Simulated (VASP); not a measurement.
# AlN (P6_3mc) in VASP: single point with r2SCAN

Aim: the single point of AlN with r2SCAN.

Program: VASP 6.6.1. These are calculated values, not measurements. Logs are shortened: lines on timing, memory, paths and dates and some standing lists are left out, and cuts for length are marked.

## Step 1: The cell of the first run

The structure is hexagonal, space group P6_3mc (No. 186). Conventional cell: a = 3.107 Å, b = 3.107 Å, c = 4.979 Å, α = 90.00°, β = 90.00°, γ = 120.00°. Within 2.5 Å of Al (site symmetry 3m) lie 4 N at 1.89 to 1.90 Å. Within 2.5 Å of N (site symmetry 3m) lie 4 Al at 1.89 to 1.90 Å.

## Step 2: Single point, r2SCAN

POSCAR reads:

```
AlN
1.0
    3.1067026360      0.0000000000      0.0000000000
   -1.5533513180      2.6904834048      0.0000000000
    0.0000000000      0.0000000000      4.9785469068
Al N
2 2
Direct
    0.6666666667      0.3333333333      0.4992045375
    0.3333333333      0.6666666667      0.9992045375
    0.6666666667      0.3333333333      0.8807954625
    0.3333333333      0.6666666667      0.3807954625
```

INCAR.step1 reads:

```
ALGO = Normal
EDIFF = 1E-4
ENCUT = 520
GGA = PE
ISMEAR = 0
LASPH = T
LCHARG = F
LREAL = F
LWAVE = T
NBANDS = 16
NELM = 100
PREC = Accurate
SIGMA = 0.02
```

INCAR.step2 reads:

```
ALGO = Normal
EDIFF = 1E-7
ENCUT = 520
ISIF = 2
ISMEAR = 0
ISTART = 1
LASPH = T
LCHARG = F
LMIXTAU = T
LREAL = F
LWAVE = F
METAGGA = R2SCAN
NBANDS = 16
NELM = 100
PREC = Accurate
SIGMA = 0.02
```

KPOINTS reads:

```
k-points
0
Gamma
  9 9 4
```

Potentials or basis: VASP PAW PBE potentials, release 64 (Al, N).

Command:

```bash
$ cat potpaw_PBE.64/Al/POTCAR potpaw_PBE.64/N/POTCAR > POTCAR
$ cp INCAR.step1 INCAR
$ mpirun -np 1 vasp_std > vasp.out
$ cp INCAR.step2 INCAR
$ mpirun -np 1 vasp_std > vasp.out
```

OUTCAR:

```text
EDIFF = 1E-7
   ENCUT = 520
   ISIF = 2
   ISMEAR = 0
   ISTART = 1
   LASPH = T
   LREAL = F
   METAGGA = R2SCAN
   NELM = 100
   PREC = Accurate

 ion  position               nearest neighbor table
   1  0.667  0.333  0.499-   4 1.89   4 1.89   4 1.89   3 1.90   2 3.07   2 3.07   2 3.07   2 3.07
                             2 3.07   2 3.07
   2  0.333  0.667  0.999-   3 1.89   3 1.89   3 1.89   4 1.90   1 3.07   1 3.07   1 3.07   1 3.07
                             1 3.07   1 3.07
   3  0.667  0.333  0.881-   2 1.89   2 1.89   2 1.89   1 1.90
   4  0.333  0.667  0.381-   1 1.89   1 1.89   1 1.89   2 1.90

  LATTYP: Found a hexagonal cell.
 ALAT       =     3.1067026360
 C/A-ratio  =     1.6025180039

  Lattice vectors:

 A1 = (   3.1067026360,   0.0000000000,   0.0000000000)
 A2 = (  -1.5533513180,   2.6904834048,   0.0000000000)
 A3 = (   0.0000000000,   0.0000000000,   4.9785469068)

Analysis of symmetry for initial positions (statically):
=====================================================================
 Subroutine PRICEL returns:
 Original cell was already a primitive cell.

 Routine SETGRP: Setting up the symmetry group for a
 hexagonal supercell.

 Subroutine GETGRP returns: Found 12 space group operations
 (whereof  6 operations were pure point group operations)
 out of a pool of 24 trial point group operations.

The static configuration has the point symmetry C_3v.
 The point group associated with its full space group is C_6v.

Analysis of symmetry for dynamics (positions and initial velocities):
=====================================================================
 Subroutine PRICEL returns:
 Original cell was already a primitive cell.

 Routine SETGRP: Setting up the symmetry group for a
 hexagonal supercell.

 Subroutine GETGRP returns: Found 12 space group operations
 (whereof  6 operations were pure point group operations)
 out of a pool of 24 trial point group operations.

The dynamic configuration has the point symmetry C_3v.
 The point group associated with its full space group is C_6v.

 Subroutine INISYM returns: Found 12 space group operations
 (whereof  6 operations are pure point group operations),
 and found     1 'primitive' translations

----------------------------------------------------------------------------------------

                                     Primitive cell

  volume of cell :      41.6133

  direct lattice vectors                    reciprocal lattice vectors
     3.106702636  0.000000000  0.000000000     0.321884685  0.185840210  0.000000000
    -1.553351318  2.690483405  0.000000000     0.000000000  0.371680419  0.000000000
     0.000000000  0.000000000  4.978546907     0.000000000  0.000000000  0.200861821

  length of vectors
     3.106702636  3.106702636  4.978546907     0.371680419  0.371680419  0.200861821

  position of ions in fractional coordinates (direct lattice)
     0.666666667  0.333333333  0.499204537
     0.333333333  0.666666667  0.999204537
     0.666666667  0.333333333  0.880795462
     0.333333333  0.666666667  0.380795462

  ion indices of the primitive-cell ions
   primitive index   ion index
                 1           1
                 2           2
                 3           3
                 4           4

----------------------------------------------------------------------------------------

 KPOINTS: k-points

Automatic generation of k-mesh.
 Grid dimensions read from file:
 generate k-points for:    9    9    4

 Generating k-lattice:

  Cartesian coordinates                     Fractional coordinates (reciprocal lattice)
     0.035764965  0.020648912  0.000000000     0.111111111  0.000000000  0.000000000
     0.000000000  0.041297824  0.000000000     0.000000000  0.111111111  0.000000000
     0.000000000  0.000000000  0.050215455     0.000000000  0.000000000  0.250000000

  Length of vectors
     0.041297824  0.041297824  0.050215455

  Shift w.r.t. Gamma in fractional coordinates (k-lattice)
     0.000000000  0.000000000  0.000000000

 Subroutine IBZKPT returns following result:
 ===========================================

 Found     36 irreducible k-points:

 Following reciprocal coordinates:
            Coordinates               Weight
  0.000000  0.000000  0.000000      1.000000
  0.111111  0.000000  0.000000      6.000000
  0.222222  0.000000  0.000000      6.000000
  0.333333 -0.000000  0.000000      6.000000
  0.444444  0.000000  0.000000      6.000000
  0.111111  0.111111  0.000000      6.000000
[... 16 lines left out ...]
  0.333333  0.222222  0.250000     24.000000
  0.333333  0.333333  0.250000      4.000000
 [... further k-points ...]
   k-points           NKPTS =     36   k-points in BZ     NKDIM =     36   number of bands    NBANDS=     16
   number of dos      NEDOS =    301   number of ions     NIONS =      4
   total plane-waves  NPLWV =  23040
   dimension x,y,z NGX =    24 NGY =   24 NGZ =   40
   dimension x,y,z NGXF=    48 NGYF=   48 NGZF=   80
   ions per type =               2   2
   NGX,Y,Z   is equivalent  to a cutoff of  12.84, 12.84, 13.36 a.u.
   NGXF,Y,Z  is equivalent  to a cutoff of  25.69, 25.69, 26.71 a.u.
 SYSTEM =  unknown system
   PREC   = accura    normal or accurate (medium, high low for compatibility)
   ISTART =      1    job   : 0-new  1-cont  2-samecut
   ICHARG =      0    charge: 1-file 2-atom 10-const
   ISPIN  =      1    spin polarized calculation?
   LNONCOLLINEAR =      F non collinear calculations
   LSORBIT =      F    spin-orbit coupling
   LASPH  =      T    aspherical Exc in radial PAW
   ENCUT  =  520.0 eV  38.22 Ry    6.18 a.u.   5.78  5.78  9.26*2*pi/ulx,y,z
   NELM   =    100;   NELMIN=  2; NELMDL=  0     # of ELM steps
   EDIFF  = 0.1E-06   stopping-criterion for ELM
   LREAL  =      F    real-space projection
   EDIFFG = 0.1E-05   stopping-criterion for IOM
   NSW    =      0    number of steps for IOM
   IBRION =     -1    ionic relax: 0-MD 1-quasi-New 2-CG
   NFREE  =      0    steps in history (QN), initial steepest desc. (CG)
   ISIF   =      2    stress and relaxation
   ISYM   =      2    0-nonsym 1-usesym 2-fastsym
   POTIM  = 0.5000    time-step for ionic-motion
   TEBEG  =    0.0;   TEEND  =   0.0 temperature during run
   PSTRESS=    0.0 pullay stress
   NELECT =      16.0000    total number of electrons
   NUPDOWN=      -1.0000    fix difference up-down
   EMIN   =  10.00;   EMAX   =-10.00  energy-range for DOS
   EFERMI =   0.00;   METHOD = LEGACY
   ISMEAR =     0;   SIGMA  =   0.02  broadening in eV -4-tet -1-fermi 0-gaus
   EFERMI_NEDOS =   21; number of points for ismear=-14 and -15
   IALGO  =     38    algorithm
   IMIX   =      4    mixing-type and parameters
     AMIX     =   0.40;   BMIX     =  1.00
     AMIX_MAG =   1.60;   BMIX_MAG =  1.00
  volume/ion in A,a.u.               =      10.40        70.21
  Fermi-wavevector in a.u.,A,eV,Ry     =   1.190430  2.249587 19.281145  1.417124
  Thomas-Fermi vector in A             =   2.326515
   LORBIT       =      0    0 simple, 1 ext, 2 COOP (PROOUT), +10 PAW based schemes
   METAGGA = R2SCAN    functional components
   LHFCALC =     F    Hartree Fock is set to
   AEXX    =    0.0000 exact exchange contribution
   IVDW    =     0    specifies the selected vdW correction
   LEPSILON=     F    determine dielectric tensor
   LRPA    =     F    only Hartree local field effects (RPA)
 non-spin polarized calculation
 Gauss-broadening in eV      SIGMA  =   0.02
  energy-cutoff  :      520.00
  volume of cell :       41.61
 maximum number of plane-waves:      1152
 NGX is ok and might be reduce to    24
   NGX = 11   NGY = 11   NGZ = 19

 number of electron      15.9999996 magnetization

 Free energy of the ion-electron system (eV)
  ---------------------------------------------------
  ext. energy  EPLUGINS =         0.00000000
  ---------------------------------------------------
  free energy    TOTEN  =       -38.45643991 eV

  energy without entropy =      -38.45643991  energy(sigma->0) =      -38.45643991

 E-fermi :   6.0219     XC(G=0): -11.4167

 val. band max:        5.9174598737   @ k =   0.0000   0.0000   0.0000
 cond. band min:      10.8380912611   @ k =   0.0000   0.0000   0.0000
 fundamental gap:      4.9206313874
 Fermi energy:         6.0218789902

 k-point     1 :       0.0000    0.0000    0.0000
  band No.  band energies     occupation
      1     -10.0626      2.00000
      2      -7.9407      2.00000
      3      -0.1516      2.00000
      4       5.0335      2.00000
      5       5.0335      2.00000
      6       5.6943      2.00000
[... 8 lines left out ...]
     15      20.0418      0.00000
     16      20.0418      0.00000

 k-point     2 :       0.1111    0.0000    0.0000
  band No.  band energies     occupation
      1      -9.9049      2.00000
      2      -7.8533      2.00000
      3       0.0393      2.00000
      4       4.3332      2.00000
      5       4.8325      2.00000
      6       5.0265      2.00000
[... 8 lines left out ...]
     15      19.8901      0.00000
     16      20.0110      0.00000

 k-point     3 :       0.2222    0.0000    0.0000
  band No.  band energies     occupation
      1      -9.4588      2.00000
      2      -7.6355      2.00000
      3       0.5927      2.00000
      4       2.8217      2.00000
      5       3.7547      2.00000
      6       4.4185      2.00000
[... 8 lines left out ...]
     15      19.1233      0.00000
     16      19.8001      0.00000

 k-point     4 :       0.3333   -0.0000    0.0000
  band No.  band energies     occupation
      1      -8.8218      2.00000
      2      -7.4263      2.00000
      3       1.3718      2.00000
      4       1.4368      2.00000
      5       2.5508      2.00000
      6       4.0323      2.00000
[... 8 lines left out ...]
     15      19.0600      0.00000
     16      21.4263      0.00000

 k-point     5 :       0.4444    0.0000    0.0000
  band No.  band energies     occupation
      1      -8.2281      2.00000
      2      -7.4022      2.00000
      3       0.5161      2.00000
      4       1.7982      2.00000
      5       2.3357      2.00000
      6       3.8098      2.00000
[... 8 lines left out ...]
     15      19.6544      0.00000
     16      22.2875      0.00000

 k-point     6 :       0.1111    0.1111    0.0000
  band No.  band energies     occupation
      1      -9.6025      2.00000
      2      -7.7000      2.00000
      3       0.4118      2.00000
      4       3.5007      2.00000
      5       3.7147      2.00000
      6       4.7757      2.00000
[... 8 lines left out ...]
     15      19.3795      0.00000
     16      20.0100      0.00000
[... 267 lines left out ...]
 k-point    21 :       0.4444    0.1111    0.2500
  band No.  band energies     occupation
      1      -7.9393      2.00000
      2      -7.4965      2.00000
      3       0.3018      2.00000
      4       1.1160      2.00000
      5       3.0197      2.00000
      6       3.8813      2.00000
[... 8 lines left out ...]
     15      19.6680      0.00000
     16      21.9021      0.00000

 k-point    22 :       0.2222    0.2222    0.2500
  band No.  band energies     occupation
      1      -8.3349      2.00000
      2      -7.5341      2.00000
      3       1.1005      2.00000
      4       1.4249      2.00000
      5       3.1299      2.00000
      6       3.2741      2.00000
[... 8 lines left out ...]
     15      19.1344      0.00000
     16      21.5794      0.00000

 k-point    23 :       0.3333    0.2222    0.2500
  band No.  band energies     occupation
      1      -7.8623      2.00000
      2      -7.4664      2.00000
      3       0.7907      2.00000
      4       1.3143      2.00000
      5       2.3095      2.00000
      6       3.4493      2.00000
[... 8 lines left out ...]
     15      19.7917      0.00000
     16      21.9470      0.00000

 k-point    24 :       0.3333    0.3333    0.2500
  band No.  band energies     occupation
      1      -7.5692      2.00000
      2      -7.5692      2.00000
      3       1.2872      2.00000
      4       1.4507      2.00000
      5       1.4507      2.00000
      6       2.9123      2.00000
[... 8 lines left out ...]
     15      19.9888      0.00000
     16      22.5548      0.00000

 [... further k-points ...]
[... 5 lines left out ...]
  --------------------------------------------------------------------------------------
  -------------------------------------------------------------------------------------
  Total       -0.1027114     -0.1027114     -0.0954267      0.0000000      0.0000000      0.0000000
  in kB       -3.9545440     -3.9545440     -3.6740746      0.0000000      0.0000000      0.0000000
  external PRESSURE =      -3.8610542 kB  Pullay stress =       0.0000000 kB

 VOLUME and BASIS-vectors are now :
 -----------------------------------------------------------------------------
  energy-cutoff  :      520.00
  volume of cell :       41.61
      direct lattice vectors                 reciprocal lattice vectors
     3.106702636  0.000000000  0.000000000     0.321884685  0.185840210  0.000000000
    -1.553351318  2.690483405  0.000000000     0.000000000  0.371680419  0.000000000
     0.000000000  0.000000000  4.978546907     0.000000000  0.000000000  0.200861821

 POSITION                                       TOTAL-FORCE (eV/Angst)
 -----------------------------------------------------------------------------------
      1.55335      0.89683      2.48531         0.000000      0.000000     -0.003374
     -0.00000      1.79366      4.97459        -0.000000     -0.000000     -0.003374
      1.55335      0.89683      4.38508        -0.000000      0.000000      0.003374
     -0.00000      1.79366      1.89581        -0.000000     -0.000000      0.003374
 -----------------------------------------------------------------------------------
    total drift:                               -0.000000     -0.000000     -0.025626

  FREE ENERGIE OF THE ION-ELECTRON SYSTEM (eV)
  ---------------------------------------------------
  free  energy   TOTEN  =       -38.4564399130 eV

  energy  without entropy=      -38.4564399130  energy(sigma->0) =      -38.45643991
```

Wall time 2.3 min (1 thread of Intel Xeon 8259CL, shared host); peak memory 0.17 GiB.

Results:

* Free energy: -38.4564 eV
* Pressure: -0.4 GPa
* Largest force: 0.003 eV/Å
* Band gap on the k mesh: 4.92 eV

Forces on the atoms (eV/Å):
```
Al   0.000  0.000 -0.003
Al   0.000  0.000 -0.003
N    0.000  0.000  0.003
N    0.000  0.000  0.003
```

Caveat: the PAW data sets were made with another functional, which shifts forces and pressure a little.
